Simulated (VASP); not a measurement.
Crystal: PrMgH.

```
Pr Mg H
1.0
     4.05315    0.00000    0.00000
    -2.02657    3.51013    0.00000
     0.00000    0.00000    4.31409
Pr Mg H
1 1 1
Direct
  0.00000 0.00000 0.00000
  0.66667 0.33333 0.50000
  0.33333 0.66667 0.50000
```

| Property | Result |
| --- | --- |
| Program | VASP 6.6.1 |
| Task | relaxation of cell and atoms |
| Functional | PBE |
| Potentials or basis | VASP PAW PBE potentials, release 64 (Pr, Mg, H) |
| Cutoff | 600 eV |
| k mesh | 12 × 12 × 12 |
| Occupations | gaussian, width 0.1 eV |
| Spin | no spin polarisation |

At the start: pressure 7.3 GPa; volume 20.46 Å³/atom.

**Question.** Where does the relaxation end?

**Answer.** Over 24 steps the energy falls by 144.5 meV/atom and the volume is 17.68 Å³/atom (-13.6 %); space group P-6m2 (No. 187, to 0.05 Å).

The path:
| step | energy change (eV) | largest force (eV/Å) | pressure (GPa) | volume (Å³) |
| --- | --- | --- | --- | --- |
| 1 | 0.0000 | 0.0000 | 7.29 | 61.38 |
| 2 | 0.0726 | 0.0000 | 63.99 | 70.00 |
| 3 | 1.4791 | 0.0000 | -9.79 | 100.38 |
| 4 | 0.8539 | 0.0000 | -4.08 | 94.95 |
| 5 | 0.7923 | 0.0000 | -2.42 | 91.56 |
| 6 | 0.3081 | 0.0000 | -7.90 | 80.32 |
| 7 | 0.2148 | 0.0000 | 2.73 | 75.05 |
| 8 | 0.2846 | 0.0000 | 1.13 | 76.50 |
| 9 | 0.2974 | 0.0000 | 1.49 | 77.59 |
| 10 | 0.3525 | 0.0000 | 0.93 | 78.95 |
| 11 | 0.3570 | 0.0000 | 1.56 | 79.63 |
| 12 | 0.3999 | 0.0000 | 0.66 | 80.61 |
| 13 | 0.4109 | 0.0000 | -12.64 | 83.47 |
| 14 | 0.4545 | 0.0000 | -1.13 | 81.19 |
| 15 | 0.4160 | 0.0000 | -0.56 | 80.45 |
| 16 | 0.3207 | 0.0000 | -6.86 | 78.21 |
| 17 | 0.1394 | 0.0000 | -1.12 | 73.69 |
| 18 | -0.2109 | 0.0000 | -4.40 | 64.53 |
| 19 | -0.1874 | 0.0000 | 7.18 | 46.37 |
| 20 | -0.3933 | 0.0000 | -2.26 | 57.88 |
| 21 | -0.4328 | 0.0000 | -0.27 | 53.98 |
| 22 | -0.4338 | 0.0000 | -0.27 | 53.30 |
| 23 | -0.4251 | 0.0000 | 1.34 | 51.63 |
| 24 | -0.4335 | 0.0000 | 0.07 | 53.04 |

Final structure:
```
Pr Mg H
1.0
     3.27595    0.00000    0.00000
    -1.63797    2.83705    0.00000
     0.00000    0.00000    5.70646
Pr Mg H
1 1 1
Direct
  0.00000 0.00000 0.00000
  0.66667 0.33333 0.50000
  0.33333 0.66667 0.50000
```

Caveat: without U or exact exchange the open f shell lies at the Fermi level, which spoils levels, moments and volumes.
